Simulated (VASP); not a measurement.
# SiGe (P6_3mc) in VASP: a series of runs

Runs on SiGe. Level: PBEsol. Tasks: single point.

Program: VASP 6.6.1. These are calculated values, not measurements. Logs are shortened: lines on timing, memory, paths and dates and some standing lists are left out, and cuts for length are marked.

### 1 The cell of the first run

Symmetry: P6_3mc, No. 186, hexagonal system. Conventional cell: a = 4.002 Å, b = 4.002 Å, c = 6.611 Å, α = 90.00°, β = 90.00°, γ = 120.00°. Si (site symmetry 3m) has 4 Ge at 2.37 to 2.49 Å within 3.1 Å. Within 3.1 Å of Ge (site symmetry 3m) lie 4 Si at 2.37 to 2.49 Å.

### 2 Single point, PBEsol (atoms shifted along a free coordinate)

File INCAR:

```
  ALGO = Normal
  EDIFF = 1E-6
  ENCUT = 520
  GGA = PS
  ISIF = 2
  ISMEAR = 0
  LASPH = T
  LCHARG = F
  LREAL = F
  LWAVE = F
  NBANDS = 26
  NELM = 100
  PREC = Accurate
  SIGMA = 0.03
```

File KPOINTS:

```
k-points
0
Gamma
  12 12 6
```

File POSCAR:

```
SiGe
1.0
    4.0018446113      0.0000000000      0.0000000000
   -2.0009223057      3.4656990954      0.0000000000
    0.0000000000      0.0000000000      6.6106243379
Si Ge
2 2
Direct
    0.6666666667      0.3333333333      0.8745463082
    0.3333333333      0.6666666667      0.3745463082
    0.6666666667      0.3333333333      0.5159730348
    0.3333333333      0.6666666667      0.0159730348
```

Potentials or basis: VASP PAW PBE potentials, release 64 (Si, Ge_d).

The run is started by

```
cat potpaw_PBE.64/Si/POTCAR potpaw_PBE.64/Ge_d/POTCAR > POTCAR
mpirun -np 1 vasp_std > vasp.out
```

OUTCAR:

```text
EDIFF = 1E-6
   ENCUT = 520
   GGA = PS
   ISIF = 2
   ISMEAR = 0
   LASPH = T
   LREAL = F
   NELM = 100
   PREC = Accurate

 ion  position               nearest neighbor table
   1  0.667  0.333  0.875-   3 2.37   4 2.49   4 2.49   4 2.49
   2  0.333  0.667  0.375-   4 2.37   3 2.49   3 2.49   3 2.49
   3  0.667  0.333  0.516-   1 2.37   2 2.49   2 2.49   2 2.49
   4  0.333  0.667  0.016-   2 2.37   1 2.49   1 2.49   1 2.49

  LATTYP: Found a hexagonal cell.
 ALAT       =     4.0018446113
 C/A-ratio  =     1.6518943087

  Lattice vectors:

 A1 = (   4.0018446113,   0.0000000000,   0.0000000000)
 A2 = (  -2.0009223057,   3.4656990954,   0.0000000000)
 A3 = (   0.0000000000,   0.0000000000,   6.6106243379)

Analysis of symmetry for initial positions (statically):
=====================================================================
 Subroutine PRICEL returns:
 Original cell was already a primitive cell.

 Routine SETGRP: Setting up the symmetry group for a
 hexagonal supercell.

 Subroutine GETGRP returns: Found 12 space group operations
 (whereof  6 operations were pure point group operations)
 out of a pool of 24 trial point group operations.

The static configuration has the point symmetry C_3v.
 The point group associated with its full space group is C_6v.

Analysis of symmetry for dynamics (positions and initial velocities):
=====================================================================
 Subroutine PRICEL returns:
 Original cell was already a primitive cell.

 Routine SETGRP: Setting up the symmetry group for a
 hexagonal supercell.

 Subroutine GETGRP returns: Found 12 space group operations
 (whereof  6 operations were pure point group operations)
 out of a pool of 24 trial point group operations.

The dynamic configuration has the point symmetry C_3v.
 The point group associated with its full space group is C_6v.

 Subroutine INISYM returns: Found 12 space group operations
 (whereof  6 operations are pure point group operations),
 and found     1 'primitive' translations

----------------------------------------------------------------------------------------

                                     Primitive cell

  volume of cell :      91.6840

  direct lattice vectors                    reciprocal lattice vectors
     4.001844611  0.000000000  0.000000000     0.249884765  0.144271036  0.000000000
    -2.000922306  3.465699095  0.000000000     0.000000000  0.288542073  0.000000000
     0.000000000  0.000000000  6.610624338     0.000000000  0.000000000  0.151271642

  length of vectors
     4.001844611  4.001844611  6.610624338     0.288542073  0.288542073  0.151271642

  position of ions in fractional coordinates (direct lattice)
     0.666666667  0.333333333  0.874546308
     0.333333333  0.666666667  0.374546308
     0.666666667  0.333333333  0.515973035
     0.333333333  0.666666667  0.015973035

  ion indices of the primitive-cell ions
   primitive index   ion index
                 1           1
                 2           2
                 3           3
                 4           4

----------------------------------------------------------------------------------------

 KPOINTS: k-points

Automatic generation of k-mesh.
 Grid dimensions read from file:
 generate k-points for:   12   12    6

 Generating k-lattice:

  Cartesian coordinates                     Fractional coordinates (reciprocal lattice)
     0.020823730  0.012022586  0.000000000     0.083333333  0.000000000  0.000000000
     0.000000000  0.024045173  0.000000000     0.000000000  0.083333333  0.000000000
     0.000000000  0.000000000  0.025211940     0.000000000  0.000000000  0.166666667

  Length of vectors
     0.024045173  0.024045173  0.025211940

  Shift w.r.t. Gamma in fractional coordinates (k-lattice)
     0.000000000  0.000000000  0.000000000

 Subroutine IBZKPT returns following result:
 ===========================================

 Found     76 irreducible k-points:

 Following reciprocal coordinates:
            Coordinates               Weight
  0.000000  0.000000  0.000000      1.000000
  0.083333  0.000000  0.000000      6.000000
  0.166667 -0.000000  0.000000      6.000000
  0.250000  0.000000  0.000000      6.000000
  0.333333  0.000000  0.000000      6.000000
  0.416667 -0.000000  0.000000      6.000000
[... 16 lines left out ...]
  0.250000  0.000000  0.166667     12.000000
  0.333333  0.000000  0.166667     12.000000
 [... further k-points ...]
   k-points           NKPTS =     76   k-points in BZ     NKDIM =     76   number of bands    NBANDS=     26
   number of dos      NEDOS =    301   number of ions     NIONS =      4
   total plane-waves  NPLWV =  45000
   dimension x,y,z NGX =    30 NGY =   30 NGZ =   50
   dimension x,y,z NGXF=    60 NGYF=   60 NGZF=  100
   ions per type =               2   2
   NGX,Y,Z   is equivalent  to a cutoff of  12.46, 12.46, 12.57 a.u.
   NGXF,Y,Z  is equivalent  to a cutoff of  24.93, 24.93, 25.15 a.u.
[... 64 lines left out ...]
 Fermi energy:         5.0407846880

 k-point     1 :       0.0000    0.0000    0.0000
  band No.  band energies     occupation
      1     -19.6860      2.00000
      2     -19.6854      2.00000
      3     -19.6750      2.00000
      4     -19.6750      2.00000
      5     -19.6724      2.00000
      6     -19.6724      2.00000
[... 18 lines left out ...]
     25       9.1277      0.00000
     26      11.0222      0.00000

 k-point     2 :       0.0833    0.0000    0.0000
  band No.  band energies     occupation
      1     -19.6857      2.00000
      2     -19.6853      2.00000
      3     -19.6751      2.00000
      4     -19.6748      2.00000
      5     -19.6725      2.00000
      6     -19.6721      2.00000
[... 18 lines left out ...]
     25       9.4151      0.00000
     26      10.6388      0.00000

 k-point     3 :       0.1667   -0.0000    0.0000
  band No.  band energies     occupation
      1     -19.6851      2.00000
      2     -19.6848      2.00000
      3     -19.6754      2.00000
      4     -19.6742      2.00000
      5     -19.6726      2.00000
      6     -19.6713      2.00000
[... 18 lines left out ...]
     25       9.9161      0.00000
     26      10.1629      0.00000

 k-point     4 :       0.2500    0.0000    0.0000
  band No.  band energies     occupation
      1     -19.6848      2.00000
      2     -19.6840      2.00000
      3     -19.6758      2.00000
      4     -19.6736      2.00000
      5     -19.6728      2.00000
      6     -19.6703      2.00000
[... 18 lines left out ...]
     25      10.9850      0.00000
     26      11.1758      0.00000

 k-point     5 :       0.3333    0.0000    0.0000
  band No.  band energies     occupation
      1     -19.6847      2.00000
      2     -19.6830      2.00000
      3     -19.6762      2.00000
      4     -19.6731      2.00000
      5     -19.6727      2.00000
      6     -19.6693      2.00000
[... 18 lines left out ...]
     25      11.1887      0.00000
     26      11.8799      0.00000

 k-point     6 :       0.4167   -0.0000    0.0000
  band No.  band energies     occupation
      1     -19.6848      2.00000
      2     -19.6824      2.00000
      3     -19.6766      2.00000
      4     -19.6728      2.00000
      5     -19.6726      2.00000
      6     -19.6686      2.00000
[... 427 lines left out ...]
 k-point    21 :       0.0833    0.0000    0.1667
  band No.  band energies     occupation
      1     -19.6857      2.00000
      2     -19.6853      2.00000
      3     -19.6749      2.00000
      4     -19.6746      2.00000
      5     -19.6726      2.00000
      6     -19.6723      2.00000
[... 18 lines left out ...]
     25       9.2006      0.00000
     26      10.9035      0.00000

 k-point    22 :       0.1667   -0.0000    0.1667
  band No.  band energies     occupation
      1     -19.6851      2.00000
      2     -19.6849      2.00000
      3     -19.6752      2.00000
      4     -19.6740      2.00000
      5     -19.6728      2.00000
      6     -19.6715      2.00000
[... 18 lines left out ...]
     25       9.9314      0.00000
     26      10.2896      0.00000

 k-point    23 :       0.2500    0.0000    0.1667
  band No.  band energies     occupation
      1     -19.6848      2.00000
      2     -19.6841      2.00000
      3     -19.6755      2.00000
      4     -19.6733      2.00000
      5     -19.6729      2.00000
      6     -19.6705      2.00000
[... 18 lines left out ...]
     25      10.7023      0.00000
     26      10.8994      0.00000

 k-point    24 :       0.3333    0.0000    0.1667
  band No.  band energies     occupation
      1     -19.6847      2.00000
      2     -19.6833      2.00000
      3     -19.6759      2.00000
      4     -19.6729      2.00000
      5     -19.6728      2.00000
      6     -19.6695      2.00000
[... 18 lines left out ...]
     25      11.5724      0.00000
     26      11.8889      0.00000

 [... further k-points ...]

------------------------ aborting loop because EDIFF is reached ----------------------------------------

  FORCE on cell =-STRESS in cart. coord.  units (eV):
  Direction    XX          YY          ZZ          XY          YZ          ZX
  --------------------------------------------------------------------------------------
  -------------------------------------------------------------------------------------
  Total       -3.7159920     -3.7159920     -1.2578676      0.0000000      0.0000000      0.0000000
  in kB      -64.9369377    -64.9369377    -21.9812288      0.0000000      0.0000000      0.0000000
  external PRESSURE =     -50.6183681 kB  Pullay stress =       0.0000000 kB

 VOLUME and BASIS-vectors are now :
 -----------------------------------------------------------------------------
  energy-cutoff  :      520.00
  volume of cell :       91.68
      direct lattice vectors                 reciprocal lattice vectors
     4.001844611  0.000000000  0.000000000     0.249884765  0.144271036  0.000000000
    -2.000922306  3.465699095  0.000000000     0.000000000  0.288542073  0.000000000
     0.000000000  0.000000000  6.610624338     0.000000000  0.000000000  0.151271642

 POSITION                                       TOTAL-FORCE (eV/Angst)
 -----------------------------------------------------------------------------------
      2.00092      1.15523      5.78130         0.000000     -0.000000      1.234639
     -0.00000      2.31047      2.47598        -0.000000     -0.000000      1.234639
      2.00092      1.15523      3.41090        -0.000000      0.000000     -1.234639
     -0.00000      2.31047      0.10559         0.000000     -0.000000     -1.234639
 -----------------------------------------------------------------------------------
    total drift:                               -0.000000     -0.000000     -0.002089

  FREE ENERGIE OF THE ION-ELECTRON SYSTEM (eV)
  ---------------------------------------------------
  free  energy   TOTEN  =       -21.0173638098 eV

  energy  without entropy=      -21.0172044936  energy(sigma->0) =      -21.01728415
```

It took 2.9 min on 1 thread of Intel Xeon 8259CL, shared host; peak memory 0.3 GiB.

Results:

```yaml
Free_energy: -21.0174 eV
Pressure: -5.1 GPa
Largest_force: 1.235 eV/Å
Band_gap_on_the_k_mesh: zero (bands 18 and 19 overlap by 0.01 eV)
```

Forces on the atoms (eV/Å):
```
Si   0.000  0.000  1.235
Si   0.000  0.000  1.235
Ge   0.000  0.000 -1.235
Ge   0.000  0.000 -1.235
```

Levels at points of the mesh, in eV from the Fermi level:
| k point | band 15 | band 16 | band 17 | band 18 | band 19 | band 20 | band 21 | band 22 |
| --- | --- | --- | --- | --- | --- | --- | --- | --- |
| (0.00, 0.00, 0.00) | -1.63 | -1.05 | 0.04 | 0.04 | 0.21 | 0.51 | 1.65 | 1.65 |
| (0.50, 0.00, 0.00) | -4.86 | -3.29 | -3.09 | -1.39 | 0.34 | 1.61 | 2.54 | 2.64 |
| (0.00, 0.00, 0.50) | -1.01 | -1.01 | -1.01 | -1.01 | 0.97 | 0.97 | 2.84 | 2.84 |
| (0.50, 0.00, 0.50) | -2.87 | -2.87 | -2.43 | -2.43 | 0.23 | 0.23 | 1.82 | 1.82 |

Caveat: the cell differs from its parent crystal (atoms shifted along a free coordinate); the cell stands under tension; semilocal functionals underestimate gaps, and a narrow one can read as zero; the PAW data sets were made with another functional, which shifts forces and pressure a little.

### 3 Single point, PBEsol (atoms shifted along a free coordinate)

File INCAR:

```
PREC = Accurate
ENCUT = 520
EDIFF = 1E-7
ISMEAR = 0
SIGMA = 0.03
LREAL = F
LASPH = T
NELM = 100
ALGO = Normal
ISIF = 2
LWAVE = F
LCHARG = F
GGA = PS
NBANDS = 26
```

File KPOINTS:

```
regular mesh
0
Gamma
  12 12 6
```

File POSCAR:

```
SiGe
1.0
    3.7935520603      0.0000000000      0.0000000000
   -1.8967760302      3.2853124548      0.0000000000
    0.0000000000      0.0000000000      6.2665470583
Si Ge
2 2
Direct
    0.6666666667      0.3333333333      0.8745463082
    0.3333333333      0.6666666667      0.3745463082
    0.6666666667      0.3333333333      0.5082128633
    0.3333333333      0.6666666667      0.0082128633
```

Potentials or basis: VASP PAW PBE potentials, release 64 (Si, Ge_d).

The run is started by

```
cat potpaw_PBE.64/Si/POTCAR potpaw_PBE.64/Ge_d/POTCAR > POTCAR
mpirun -np 1 vasp_std > vasp.out
```

Run time: 2.2 min. Hardware: 1 thread of Intel Xeon 8259CL, shared host; peak memory 0.27 GiB.

It converged, with:

```yaml
Free_energy: -21.0693 eV
Pressure: 8.1 GPa
Largest_force: 0.706 eV/Å
Band_gap_on_the_k_mesh: 0.11 eV (least direct gap 0.59 eV)
```

Forces in eV/Å, atoms in the order of the input:
```
Si   0.000  0.000  0.706
Si   0.000  0.000  0.706
Ge   0.000  0.000 -0.706
Ge   0.000  0.000 -0.706
```

Stress tensor (GPa, compression positive):
```
 6.62  0.00  0.00
 0.00  6.62  0.00
 0.00  0.00 11.16
```

Levels at points of the mesh, in eV from the valence-band top:
| k point | band 14 | band 15 | band 16 | band 17 | band 18 | band 19 | band 20 | band 21 | band 22 | band 23 |
| --- | --- | --- | --- | --- | --- | --- | --- | --- | --- | --- |
| (0.00, 0.00, 0.00) | -1.84 | -1.84 | -0.78 | 0.00 | 0.00 | 0.59 | 1.78 | 1.78 | 2.02 | 2.94 |
| (0.50, 0.00, 0.00) | -6.71 | -5.49 | -3.67 | -3.58 | -1.68 | 0.11 | 2.04 | 2.80 | 2.92 | 4.46 |
| (0.00, 0.00, 0.50) | -5.08 | -1.15 | -1.15 | -1.15 | -1.15 | 1.43 | 1.43 | 2.97 | 2.97 | 2.97 |
| (0.50, 0.00, 0.50) | -8.10 | -3.07 | -3.07 | -2.84 | -2.84 | 0.44 | 0.44 | 1.59 | 1.59 | 5.68 |

Caveat: the cell differs from its parent crystal (atoms shifted along a free coordinate); the cell stands under pressure; semilocal functionals underestimate gaps, and a narrow one can read as zero; the PAW data sets were made with another functional, which shifts forces and pressure a little. A k mesh can miss the band edges.

### 4 Single point, PBEsol (atoms shifted along a free coordinate)

File INCAR:

```
  PREC = Accurate
  ENCUT = 520
  EDIFF = 1E-6
  ISMEAR = 0
  SIGMA = 0.03
  LREAL = F
  LASPH = T
  NELM = 80
  ALGO = Normal
  ISIF = 2
  LWAVE = F
  LCHARG = F
  GGA = PS
  NBANDS = 26
```

KPOINTS is that of step 3.

Edit POSCAR of step 3 so:

```diff
@@ -10,3 +10,3 @@
     0.3333333333      0.6666666667      0.3745463082
-    0.6666666667      0.3333333333      0.5082128633
-    0.3333333333      0.6666666667      0.0082128633
+    0.6666666667      0.3333333333      0.4926925203
+    0.3333333333      0.6666666667     -0.0073074797
```

The run is started by

```
cat potpaw_PBE.64/Si/POTCAR potpaw_PBE.64/Ge_d/POTCAR > POTCAR
mpirun -np 1 vasp_std > vasp.out
```

Run time: 2 min. Hardware: 1 thread of Intel Xeon 8259CL, shared host; peak memory 0.27 GiB.

It converged, with:

```
Free energy            : -21.0653 eV
Pressure               : 8.3 GPa
Largest force          : 0.678 eV/Å
Band gap on the k mesh : 0.22 eV (least direct gap 0.63 eV)
```

Forces in eV/Å, atoms in the order of the input:
```
Si   0.000  0.000 -0.678
Si   0.000  0.000 -0.678
Ge   0.000  0.000  0.678
Ge   0.000  0.000  0.678
```

Stress tensor (GPa, compression positive):
```
9.61 0.00 0.00
0.00 9.61 0.00
0.00 0.00 5.71
```

Levels at points of the mesh, in eV from the valence-band top:
| k point | band 14 | band 15 | band 16 | band 17 | band 18 | band 19 | band 20 | band 21 | band 22 | band 23 |
| --- | --- | --- | --- | --- | --- | --- | --- | --- | --- | --- |
| (0.00, 0.00, 0.00) | -1.70 | -1.70 | -0.06 | -0.06 | 0.00 | 0.63 | 2.08 | 2.12 | 2.12 | 3.01 |
| (0.50, 0.00, 0.00) | -6.70 | -5.02 | -3.45 | -3.15 | -1.72 | 0.22 | 2.17 | 3.43 | 3.56 | 4.37 |
| (0.00, 0.00, 0.50) | -4.56 | -1.05 | -1.05 | -1.05 | -1.05 | 1.46 | 1.46 | 3.14 | 3.14 | 3.14 |
| (0.50, 0.00, 0.50) | -7.98 | -2.76 | -2.76 | -2.62 | -2.62 | 0.74 | 0.74 | 1.63 | 1.63 | 6.18 |

Caveat: the cell differs from its parent crystal (atoms shifted along a free coordinate); the cell stands under pressure; semilocal functionals underestimate gaps, and a narrow one can read as zero; the PAW data sets were made with another functional, which shifts forces and pressure a little. A k mesh can miss the band edges.

### 5 Summary

| cell | gap on the mesh (eV) | pressure (GPa) | largest force (eV/Å) |
| --- | --- | --- | --- |
| a = 4.002, b = 4.002, c = 6.611 Å, angles 90.0, 90.0, 120.0°, 4 atoms, atomic positions A | none | -5.1 | 1.23 |
| a = 3.794, b = 3.794, c = 6.267 Å, angles 90.0, 90.0, 120.0°, 4 atoms, atomic positions B | 0.11 | 8.1 | 0.71 |
| a = 3.794, b = 3.794, c = 6.267 Å, angles 90.0, 90.0, 120.0°, 4 atoms, atomic positions C | 0.22 | 8.3 | 0.68 |

Alike in all rows: task single point; level PBEsol; potentials or basis VASP PAW PBE potentials, release 64 (Si, Ge_d); no spin polarisation; k mesh 12 × 12 × 6; cutoff (eV) 520; smearing gaussian 0.03 eV.

Caveats: semilocal functionals underestimate gaps, and a narrow one can read as zero; the PAW data sets were made with another functional, which shifts forces and pressure a little; the cell stands under pressure (at least some runs); the cell stands under tension (at least some runs).

Total energies depend on the potentials used, so only differences within one code and one set of settings carry meaning.
